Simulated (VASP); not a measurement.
A run of VASP 6.6.1 is set up as follows.

Contents of INCAR:

```
SYSTEM = ScGa3Te
PREC = Accurate
ENCUT = 520
EDIFF = 1E-7
ISMEAR = 0
SIGMA = 0.1
LREAL = .FALSE.
LASPH = .TRUE.
NELM = 100
ALGO = Normal
ISIF = 2
LWAVE = .FALSE.
LCHARG = .TRUE.
GGA = PE
LELF = .TRUE.
LVHAR = .TRUE.
NBANDS = 36
```

KPOINTS

```
Automatic mesh
0
G
  4 4 4
  0 0 0
```

The input POSCAR:

```
ScGa3Te
1.0
    5.3089671813      0.0000000000      0.0000000000
    0.0000000000      5.3089671813      0.0000000000
    0.0000000000      0.0000000000      5.3089671813
Sc Ga Te
1 3 1
Direct
    0.5000000000      0.5000000000      0.5000000000
    0.0000000000      0.5000000000      0.5000000000
    0.5000000000      0.0000000000      0.5000000000
    0.5000000000      0.5000000000      0.0000000000
    0.0000000000      0.0000000000      0.0000000000
```

Potentials or basis: VASP PAW PBE potentials, release 64 (Sc_sv, Ga_d, Te).

Launch:

```sh
$ cat potpaw_PBE.64/Sc_sv/POTCAR potpaw_PBE.64/Ga_d/POTCAR potpaw_PBE.64/Te/POTCAR > POTCAR
$ mpirun -np 1 vasp_std > vasp.out
```

**Question.** Predict the band gap on the k mesh.

**Answer.** Zero (band 28 reaches 3.76 eV, above the bottom of band 29 at 2.68 eV).

**Question.** Estimate the pressure.

**Answer.** 0.3 GPa.

Caveat: spin-orbit coupling is left out, which moves the levels of the heavy elements.
